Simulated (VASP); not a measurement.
The system is Sr.

```
Sr
1.0
     0.00000    2.98024    2.98024
     2.98024    0.00000    2.98024
     2.98024    2.98024    0.00000
Sr
1
Direct
  0.00000 0.00000 0.00000
```

Base run:

| Quantity | Value |
| --- | --- |
| Program | VASP 6.6.1 |
| Functional | r2SCAN |
| Potentials or basis | VASP PAW PBE potentials, release 64 (Sr_sv) |
| Cutoff | 520 eV |
| k mesh | 6 × 6 × 6 |
| Occupations | fermi-dirac, width 0.05 eV |
| Spin | no spin polarisation |

Its results: pressure 0.9 GPa.

Problem. The run is repeated on the same cell with these changes: functional from r2SCAN to HSE06; k mesh from 6 × 6 × 6 to 4 × 4 × 4. What comes out?

Solution. Pressure 1.4 GPa.

Several settings changed at once, so the effect can't be laid on one alone.

Caveats: some runs use coarse meshes; the PAW data sets were made with another functional, which shifts forces and pressure a little.
